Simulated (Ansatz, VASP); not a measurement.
## One calculation of B, two programs

Contents of INCAR:

```
PREC = Accurate ; ENCUT = 520
EDIFF = 1E-7 ; ISMEAR = 0
SIGMA = 0.1 ; LREAL = False
LASPH = True ; NELM = 100
ALGO = Normal ; ISIF = 2
LWAVE = False ; LCHARG = False
GGA = PS ; NBANDS = 22
```

The input KPOINTS:

```
Automatic mesh
0
Gamma
  14 8 2
```

The input POSCAR:

```
B
1.0
    0.8539301254     -1.4790503633      0.0000000000
   -2.5617903761     -1.4790503633      0.0000000000
    0.0000000000      0.0000000000    -14.0965157199
B
8
Direct
    0.5000000000      0.8333333333      0.8750000000
    0.5000000000      0.8333333333      0.3750000000
    0.0000000000      0.3333333333      0.8750000000
    0.0000000000      0.3333333333      0.3750000000
    0.0000000000      0.6666666667      0.6250000000
    0.0000000000      0.6666666667      0.1250000000
    0.5000000000      0.1666666667      0.6250000000
    0.5000000000      0.1666666667      0.1250000000
```

Input for Ansatz:

```yaml
crystal:
  lattice:
    - [0.8539301254, -1.4790503633, 0.0]
    - [-2.5617903761, -1.4790503633, 0.0]
    - [0.0, 0.0, -14.0965157199]
  atoms:
    - { symbol: B, position: [0.5, 0.8333333333, 0.875] }
    - { symbol: B, position: [0.5, 0.8333333333, 0.375] }
    - { symbol: B, position: [0.0, 0.3333333333, 0.875] }
    - { symbol: B, position: [0.0, 0.3333333333, 0.375] }
    - { symbol: B, position: [0.0, 0.6666666667, 0.625] }
    - { symbol: B, position: [0.0, 0.6666666667, 0.125] }
    - { symbol: B, position: [0.5, 0.1666666667, 0.625] }
    - { symbol: B, position: [0.5, 0.1666666667, 0.125] }
basis:
  ecutwfc: 420
kpoints:
  mp_grid: { grid: [14, 8, 2] }
hamiltonian:
  xc: pbesol
scf:
  occupations: { method: gaussian, width: 0.1 }
output:
  forces: true
  stress: true
  eigenvalues: true
```

Alike in both runs: task single point; functional PBEsol; k mesh 14 × 8 × 2; occupations gaussian, width 0.1 eV; no spin polarisation.

|  | VASP | Ansatz |
| --- | --- | --- |
| version | VASP 6.6.1 | Ansatz 0.2.0 |
| potentials or method | VASP PAW PBE potentials, release 64 (B), cutoff 520 eV | scalar-relativistic, plane waves, PAW |
| valence electrons in the cell | 24 | 24 |

|  | VASP | Ansatz | Ansatz less VASP |
| --- | --- | --- | --- |
| gap on the k mesh at the Fermi level (eV) | none | none | - |
| pressure (GPa) | 0.3 | 0.0 | -0.21 |
| traceless stress, the component that is largest in VASP (GPa) | 2.04 | 2.05 | +0.011 |

VASP's potentials were made for PBE, not for PBEsol. A gap of «none» marks a metal or a gap that the smearing closes.
